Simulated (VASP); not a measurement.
# AgPbCl3 (Cmmm) in VASP: single point with PBE

Aim: the single point of AgPbCl3 with PBE.

All numbers are computed with VASP 6.6.1; they aren't measurements. Logs are shortened: lines on timing, memory, paths and dates and some standing lists are left out, and cuts for length are marked.

## Step 1: The cell of the first run

The structure is orthorhombic, space group Cmmm (No. 65). The conventional cell has a = 6.785 Å, b = 10.659 Å, c = 5.015 Å, α = 90.00°, β = 90.00°, γ = 90.00°. Within 3.9 Å of Ag (site symmetry mmm) lie 4 Cl at 2.98 Å and 2 Pb at 3.39 Å. Pb (site symmetry mmm) has 2 Cl at 2.51 Å within 3.3 Å. Within 3.9 Å of Cl (site symmetry m2m) lie 2 Ag at 2.98 Å and 4 Cl at 3.21 to 3.75 Å. Cl (site symmetry mmm) has 2 Pb at 2.51 Å within 3.3 Å.

## Step 2: Single point, PBE, collinear spin, ferromagnetic start

File INCAR:

```
ALGO = Normal
EDIFF = 1E-7
ENCUT = 520
GGA = PE
ISIF = 2
ISMEAR = 0
ISPIN = 2
LASPH = True
LCHARG = False
LMAXMIX = 4
LORBIT = 11
LREAL = False
LWAVE = False
MAGMOM = 1 0 0 0 0
NBANDS = 35
NELM = 150
PREC = Accurate
SIGMA = 0.1
```

File KPOINTS:

```
k-points
0
Gamma
  4 4 4
```

File POSCAR:

```
AgPbCl3
1.0
    3.3926452455     -5.3297161567      0.0000000000
    3.3926452455      5.3297161567      0.0000000000
    0.0000000000      0.0000000000      5.0147484814
Ag Pb Cl
1 1 3
Direct
    0.0000000000      0.0000000000      0.0000000000
    0.5000000000      0.5000000000      0.0000000000
    0.8492665846      0.1507334154      0.5000000000
    0.1507334154      0.8492665846      0.5000000000
    0.5000000000      0.5000000000      0.5000000000
```

Potentials or basis: VASP PAW PBE potentials, release 64 (Ag, Pb_d, Cl).

Started as:

```sh
$ cat potpaw_PBE.64/Ag/POTCAR potpaw_PBE.64/Pb_d/POTCAR potpaw_PBE.64/Cl/POTCAR > POTCAR
$ mpirun -np 1 vasp_std > vasp.out
```

OUTCAR:

```text
EDIFF = 1E-7
   ENCUT = 520
   GGA = PE
   ISIF = 2
   ISMEAR = 0
   ISPIN = 2
   LASPH = True
   LORBIT = 11
   LREAL = False
   NELM = 150
   PREC = Accurate

 ion  position               nearest neighbor table
   1  0.000  0.000  0.000-   3 2.98   4 2.98   3 2.98   4 2.98   2 3.39   2 3.39
   2  0.500  0.500  0.000-   5 2.51   5 2.51   1 3.39   1 3.39
   3  0.849  0.151  0.500-   1 2.98   1 2.98
   4  0.151  0.849  0.500-   1 2.98   1 2.98
   5  0.500  0.500  0.500-   2 2.51   2 2.51

  LATTYP: Found a base centered orthorhombic cell.
 ALAT       =     6.7852904910
 B/A-ratio  =     1.5709618221
 C/A-ratio  =     0.7390617230

  Lattice vectors:

 A1 = (   3.3926452455,  -5.3297161567,   0.0000000000)
 A2 = (   3.3926452455,   5.3297161567,   0.0000000000)
 A3 = (   0.0000000000,   0.0000000000,   5.0147484814)

Analysis of symmetry for initial positions (statically):
=====================================================================
 Subroutine PRICEL returns:
 Original cell was already a primitive cell.

 Routine SETGRP: Setting up the symmetry group for a
 base centered orthorhombic supercell.

 Subroutine GETGRP returns: Found  8 space group operations
 (whereof  8 operations were pure point group operations)
 out of a pool of  8 trial point group operations.

The static configuration has the point symmetry D_2h.

Analysis of symmetry for dynamics (positions and initial velocities):
=====================================================================
 Subroutine PRICEL returns:
 Original cell was already a primitive cell.

 Routine SETGRP: Setting up the symmetry group for a
 base centered orthorhombic supercell.

 Subroutine GETGRP returns: Found  8 space group operations
 (whereof  8 operations were pure point group operations)
 out of a pool of  8 trial point group operations.

The dynamic configuration has the point symmetry D_2h.

Analysis of structural, dynamic, and magnetic symmetry:
=====================================================================
 Subroutine PRICEL returns:
 Original cell was already a primitive cell.

 Routine SETGRP: Setting up the symmetry group for a
 base centered orthorhombic supercell.

 Subroutine GETGRP returns: Found  8 space group operations
 (whereof  8 operations were pure point group operations)
 out of a pool of  8 trial point group operations.

The overall configuration has the point symmetry D_2h.

 Subroutine INISYM returns: Found  8 space group operations
 (whereof  8 operations are pure point group operations),
 and found     1 'primitive' translations

----------------------------------------------------------------------------------------

                                     Primitive cell

  volume of cell :     181.3517

  direct lattice vectors                    reciprocal lattice vectors
     3.392645245 -5.329716157  0.000000000     0.147377625 -0.093813626  0.000000000
     3.392645245  5.329716157  0.000000000     0.147377625  0.093813626  0.000000000
     0.000000000  0.000000000  5.014748481     0.000000000  0.000000000  0.199411796

  length of vectors
     6.317904405  6.317904405  5.014748481     0.174703065  0.174703065  0.199411796

  position of ions in fractional coordinates (direct lattice)
     0.000000000  0.000000000  0.000000000
     0.500000000  0.500000000  0.000000000
     0.849266585  0.150733415  0.500000000
     0.150733415  0.849266585  0.500000000
     0.500000000  0.500000000  0.500000000

  ion indices of the primitive-cell ions
   primitive index   ion index
                 1           1
                 2           2
                 3           3
                 4           4
                 5           5

----------------------------------------------------------------------------------------

 KPOINTS: k-points

Automatic generation of k-mesh.
 Grid dimensions read from file:
 generate k-points for:    4    4    4

 Generating k-lattice:

  Cartesian coordinates                     Fractional coordinates (reciprocal lattice)
     0.036844406 -0.023453407  0.000000000     0.250000000  0.000000000  0.000000000
     0.036844406  0.023453407  0.000000000     0.000000000  0.250000000  0.000000000
     0.000000000  0.000000000  0.049852949     0.000000000  0.000000000  0.250000000

  Length of vectors
     0.043675766  0.043675766  0.049852949

  Shift w.r.t. Gamma in fractional coordinates (k-lattice)
     0.000000000  0.000000000  0.000000000

 Subroutine IBZKPT returns following result:
 ===========================================

 Found     21 irreducible k-points:

 Following reciprocal coordinates:
            Coordinates               Weight
  0.000000  0.000000  0.000000      1.000000
  0.250000 -0.000000  0.000000      4.000000
  0.500000 -0.000000  0.000000      2.000000
  0.250000  0.250000  0.000000      2.000000
  0.500000  0.250000  0.000000      4.000000
 -0.250000  0.250000  0.000000      2.000000
[... 13 lines left out ...]
 -0.250000  0.250000  0.500000      2.000000
  0.500000  0.500000  0.500000      1.000000
   k-points           NKPTS =     21   k-points in BZ     NKDIM =     21   number of bands    NBANDS=     35
   number of dos      NEDOS =    301   number of ions     NIONS =      5
   total plane-waves  NPLWV =  92160
   dimension x,y,z NGX =    48 NGY =   48 NGZ =   40
   dimension x,y,z NGXF=    96 NGYF=   96 NGZF=   80
   ions per type =               1   1   3
   NGX,Y,Z   is equivalent  to a cutoff of  12.63, 12.63, 13.26 a.u.
   NGXF,Y,Z  is equivalent  to a cutoff of  25.26, 25.26, 26.52 a.u.
 SYSTEM =  unknown system
   PREC   = accura    normal or accurate (medium, high low for compatibility)
   ISTART =      0    job   : 0-new  1-cont  2-samecut
   ICHARG =      2    charge: 1-file 2-atom 10-const
   ISPIN  =      2    spin polarized calculation?
   LNONCOLLINEAR =      F non collinear calculations
   LSORBIT =      F    spin-orbit coupling
   LASPH  =      T    aspherical Exc in radial PAW
   ENCUT  =  520.0 eV  38.22 Ry    6.18 a.u.  11.75 11.75  9.32*2*pi/ulx,y,z
   NELM   =    150;   NELMIN=  2; NELMDL= -5     # of ELM steps
   EDIFF  = 0.1E-06   stopping-criterion for ELM
   LREAL  =      F    real-space projection
   EDIFFG = 0.1E-05   stopping-criterion for IOM
   NSW    =      0    number of steps for IOM
   IBRION =     -1    ionic relax: 0-MD 1-quasi-New 2-CG
   NFREE  =      0    steps in history (QN), initial steepest desc. (CG)
   ISIF   =      2    stress and relaxation
   ISYM   =      2    0-nonsym 1-usesym 2-fastsym
   POTIM  = 0.5000    time-step for ionic-motion
   TEBEG  =    0.0;   TEEND  =   0.0 temperature during run
   PSTRESS=    0.0 pullay stress
   NELECT =      46.0000    total number of electrons
   NUPDOWN=      -1.0000    fix difference up-down
   EMIN   =  10.00;   EMAX   =-10.00  energy-range for DOS
   EFERMI =   0.00;   METHOD = LEGACY
   ISMEAR =     0;   SIGMA  =   0.10  broadening in eV -4-tet -1-fermi 0-gaus
   EFERMI_NEDOS =   21; number of points for ismear=-14 and -15
   IALGO  =     38    algorithm
   IMIX   =      4    mixing-type and parameters
     AMIX     =   0.40;   BMIX     =  1.00
     AMIX_MAG =   1.60;   BMIX_MAG =  1.00
  volume/ion in A,a.u.               =      36.27       244.76
  Fermi-wavevector in a.u.,A,eV,Ry     =   1.036303  1.958329 14.611630  1.073925
  Thomas-Fermi vector in A             =   2.170688
   LORBIT       =     11    0 simple, 1 ext, 2 COOP (PROOUT), +10 PAW based schemes
   GGA     = PE    functional components
   LHFCALC =     F    Hartree Fock is set to
   AEXX    =    0.0000 exact exchange contribution
   IVDW    =     0    specifies the selected vdW correction
   LEPSILON=     F    determine dielectric tensor
   LRPA    =     F    only Hartree local field effects (RPA)
 spin polarized calculation
 Gauss-broadening in eV      SIGMA  =   0.10
  energy-cutoff  :      520.00
  volume of cell :      181.35
 maximum number of plane-waves:      4928
 NGX is ok and might be reduce to    48
   NGX = 23   NGY = 23   NGZ = 19

 number of electron      45.9999998 magnetization      -0.0002122

 number of electron      45.9999998 magnetization       0.0001356

 Free energy of the ion-electron system (eV)
  ---------------------------------------------------
  ext. energy  EPLUGINS =         0.00000000
  ---------------------------------------------------
  free energy    TOTEN  =       -12.23191170 eV

  energy without entropy =      -12.21999738  energy(sigma->0) =      -12.22595454

 E-fermi :   0.5614     XC(G=0):  -7.4341

 val. band max:        0.5494156447   @ k =   0.0000   0.0000   0.5000
 cond. band min:       0.5815780095   @ k =   0.0000   0.0000   0.5000
 fundamental gap:      0.0321623648
 Fermi energy:         0.5613500867

 spin component 1

 k-point     1 :       0.0000    0.0000    0.0000
  band No.  band energies     occupation
      1     -17.4992      1.00000
      2     -17.1909      1.00000
      3     -17.1862      1.00000
      4     -17.0535      1.00000
      5     -16.9917      1.00000
      6     -14.3407      1.00000
[... 787 lines left out ...]
     34       9.6966      0.00000
     35      10.4640      0.00000
 Fermi energy:         0.5613500867

 spin component 2

 k-point     1 :       0.0000    0.0000    0.0000
  band No.  band energies     occupation
      1     -17.4992      1.00000
      2     -17.1909      1.00000
      3     -17.1862      1.00000
      4     -17.0535      1.00000
      5     -16.9917      1.00000
      6     -14.3407      1.00000
[... 787 lines left out ...]
     34       9.6966      0.00000
     35      10.4655      0.00000

------------------------ aborting loop because EDIFF is reached ----------------------------------------

  FORCE on cell =-STRESS in cart. coord.  units (eV):
  Direction    XX          YY          ZZ          XY          YZ          ZX
  --------------------------------------------------------------------------------------
  -------------------------------------------------------------------------------------
  Total        0.0193839      0.0900923     -0.1014043      0.0000000      0.0000000      0.0000000
  in kB        0.1712495      0.7959331     -0.8958708      0.0000000      0.0000000      0.0000000
  external PRESSURE =       0.0237706 kB  Pullay stress =       0.0000000 kB

 VOLUME and BASIS-vectors are now :
 -----------------------------------------------------------------------------
  energy-cutoff  :      520.00
  volume of cell :      181.35
      direct lattice vectors                 reciprocal lattice vectors
     3.392645245 -5.329716157  0.000000000     0.147377625 -0.093813626  0.000000000
     3.392645245  5.329716157  0.000000000     0.147377625  0.093813626  0.000000000
     0.000000000  0.000000000  5.014748481     0.000000000  0.000000000  0.199411796

 POSITION                                       TOTAL-FORCE (eV/Angst)
 -----------------------------------------------------------------------------------
      0.00000      0.00000      0.00000         0.000000      0.000000      0.000000
      3.39265      0.00000      0.00000         0.000000      0.000000      0.000000
      3.39265     -3.72298      2.50737         0.000000      0.000490      0.000000
      3.39265      3.72298      2.50737         0.000000     -0.000490     -0.000000
      3.39265      0.00000      2.50737         0.000000      0.000000      0.000000
 -----------------------------------------------------------------------------------
    total drift:                                0.000000     -0.000000     -0.000000

  FREE ENERGIE OF THE ION-ELECTRON SYSTEM (eV)
  ---------------------------------------------------
  free  energy   TOTEN  =       -12.2319117023 eV

  energy  without entropy=      -12.2199973773  energy(sigma->0) =      -12.22595454

 total charge

# of ion       s       p       d       tot
------------------------------------------
    1        0.221   0.089   9.268   9.578
    2        1.487   0.436   9.868  11.791
    3        1.603   3.444   0.000   5.047
    4        1.603   3.444   0.000   5.047
    5        1.616   3.542   0.000   5.157
--------------------------------------------------
tot          6.530  10.954  19.136  36.621

 magnetization (x)

# of ion       s       p       d       tot
------------------------------------------
    1       -0.000  -0.000   0.000   0.000
    2        0.000  -0.000   0.000  -0.000
    3        0.000   0.000   0.000   0.000
    4        0.000   0.000   0.000   0.000
    5        0.000   0.000   0.000   0.000
--------------------------------------------------
tot          0.000   0.000   0.000   0.000
```

Wall time 5.2 min (1 thread of Intel Xeon Platinum 8375C at 2.90GHz (Ice Lake), shared host); peak memory 0.49 GiB.

Results:

```
Free energy                                           : -12.2319 eV
Pressure                                              : 0.0 GPa
Band gap on the k mesh                                : zero (filled and empty bands overlap)
Net moment                                            : 0.00 μB per cell
Valence electrons inside the program's atomic spheres : Ag 9.58; Pb 11.79; Cl 5.05, 5.16
```

Caveat: spin-orbit coupling is left out, which moves the levels of the heavy elements.
